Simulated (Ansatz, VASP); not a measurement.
**CdS in VASP and in Ansatz**

```
Cd S
1.0
     0.00000    2.91650    2.91650
     2.91650    0.00000    2.91650
     2.91650    2.91650    0.00000
Cd S
1 1
Direct
  0.00000 0.00000 0.00000
  0.75000 0.75000 0.75000
```

Alike in both runs: task relaxation of cell and atoms; functional PBE0; k mesh 4 × 4 × 4; occupations fermi-dirac, width 0.05 eV; no spin polarisation.

|  | VASP | Ansatz |
| --- | --- | --- |
| version | VASP 6.6.1 | Ansatz 0.2.0 |
| potentials or method | VASP PAW PBE potentials, release 64 (Cd, S) | Ansatz PAW |
| plane-wave cutoff (eV) | 600 | 420 |
| valence electrons in the cell | 18 | 26 |

|  | VASP | Ansatz | Ansatz less VASP |
| --- | --- | --- | --- |
| gap on the k mesh at the Fermi level, each at its own relaxed structure (eV) | 2.82 | 2.78 | -0.037 |
| relaxed volume (Å³/atom) | 25.55 | 25.49 | -0.060 |
| relaxed cell length with the largest relative difference (Å) | 4.165 | 4.162 | -0.0033 |

VASP's potentials hold 18 valence electrons a cell and Ansatz's 26, so a difference there can come from the potentials and not from the codes.

The k mesh is coarse, so the values compare programs but aren't converged. Noted on Ansatz's run: the plane-wave basis is chosen anew once the cell has moved, so the energies of steps on either side of that aren't comparable.
